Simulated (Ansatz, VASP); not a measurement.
MgO in VASP and in Ansatz

```
CELL_PARAMETERS angstrom
0.00000 2.10500 2.10500
2.10500 0.00000 2.10500
2.10500 2.10500 0.00000
ATOMIC_POSITIONS crystal
Mg 0.00000 0.00000 0.00000
O 0.50000 0.50000 0.50000
```

Alike in both runs: task single point; functional PBE; k mesh 8 × 8 × 8; occupations gaussian, width 0.02 eV; no spin polarisation.

```csv
,VASP,Ansatz
version,VASP 6.6.1,Ansatz 0.2.0
potentials or method,"VASP PAW PBE potentials, release 64 (Mg_sv, O), cutoff 840 eV","scalar-relativistic, plane waves, PAW"
valence electrons in the cell,16,16
```

Ansatz gave:

```
gap on the k mesh at the Fermi level (eV) : 4.76
least direct gap on the mesh (eV)         : 4.76
pressure (GPa)                            : 5.0
```

Q: Estimate VASP's values.

A: gap on the k mesh at the Fermi level (eV): 4.75; least direct gap on the mesh (eV): 4.75; pressure (GPa): 5.0.
